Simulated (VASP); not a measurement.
HfN (zincblende type), 2 atoms in the cell. It takes space group F-43m (No. 216, cubic). Conventional cell: a = 4.431 Å, b = 4.431 Å, c = 4.431 Å, α = 90.00°, β = 90.00°, γ = 90.00°. Hf (site symmetry -43m) has 4 N at 1.92 Å within 2.5 Å. N (site symmetry -43m) has 4 Hf at 1.92 Å within 2.5 Å. 

```yaml
Program: VASP 6.6.1
Task: relaxation of cell and atoms
Functional: PBE
Potentials_or_basis: VASP PAW PBE potentials, release 64 (Hf_pv, N)
Cutoff: 600 eV
k_mesh: 15 × 15 × 15
Occupations: fermi-dirac, width 0.05 eV
Spin: no spin polarisation
Target_pressure: 110 GPa
Dipole_correction: no
Further_INCAR_settings: ALGO = Normal; EDIFF = 1e-06; IBRION = 2; EDIFFG = -0.005; NSW = 32; ISIF = 3
```

Potentials or basis: VASP PAW PBE potentials, release 64 (Hf_pv, N).

The run is started by

```bash
$ cat potpaw_PBE.64/Hf_pv/POTCAR potpaw_PBE.64/N/POTCAR > POTCAR
$ mpirun -np 1 vasp_std > vasp.out
```

Hardware: 1 thread of Intel(R) Xeon(R) 6975P-C (Granite Rapids) (shared host).

Task: How long does it take, and how much memory?

Result: It took 35 s on 1 thread of Intel(R) Xeon(R) 6975P-C (Granite Rapids), with other jobs on the host, peak memory 0.19 GiB. Counts: scf iterations 25, k points 120, ion steps 3.
